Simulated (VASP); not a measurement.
## Be2Se3: single point with PBE

Crystal: Be2Se3.

```
Be Se
1.0
     3.77290    0.00000    0.00000
     0.00000    3.77290    0.00000
     0.00000    0.00000    7.20982
Be Se
2 3
Cartesian
  0.0000 1.8864 1.2870
  1.8864 0.0000 5.9228
  0.0000 0.0000 0.0000
  1.8864 1.8864 4.8042
  1.8864 1.8864 2.4056
```

| Quantity | Value |
| --- | --- |
| Program | VASP 6.6.1 |
| Task | single point |
| Functional | PBE |
| Potentials or basis | VASP PAW PBE potentials, release 64 (Be, Se) |
| Cutoff | 520 eV |
| k mesh | 5 × 5 × 2 |
| Occupations | gaussian, width 0.2 eV |
| Spin | no spin polarisation |
| Dipole correction | no |
| Further INCAR settings | ALGO = Normal; EDIFF = 1e-06; NBANDS = 19 |

- Pressure: 0.1 GPa
- Largest force: 0.062 eV/Å
- Band gap on the k mesh: zero (band 11 reaches 3.15 eV, above the bottom of band 12 at 2.95 eV)

Forces in eV/Å, atoms in the order of the input:
```
Be   0.000  0.000 -0.012
Be   0.000  0.000  0.012
Se   0.000  0.000  0.000
Se   0.000  0.000 -0.062
Se   0.000  0.000  0.062
```

Stress tensor (GPa, compression positive):
```
0.10 0.00 0.00
0.00 0.10 0.00
0.00 0.00 0.02
```

Levels at points of the mesh, in eV from the Fermi level:
```csv
k point,band 7,band 8,band 9,band 10,band 11,band 12,band 13,band 14,band 15,band 16
"(0.00, 0.00, 0.00)",-3.57,-1.91,-1.91,-0.59,-0.59,1.69,1.84,3.40,3.85,3.93
"(0.00, 0.00, 0.50)",-2.59,-2.59,-2.13,-0.08,0.10,0.10,2.84,2.85,3.60,5.23
```

Wall time 21 s on 1 thread of Intel(R) Xeon(R) 6975P-C (Granite Rapids), on a shared host, peak memory 0.19 GiB.

Caveat: the k points lie up to 0.44 Å⁻¹ apart.
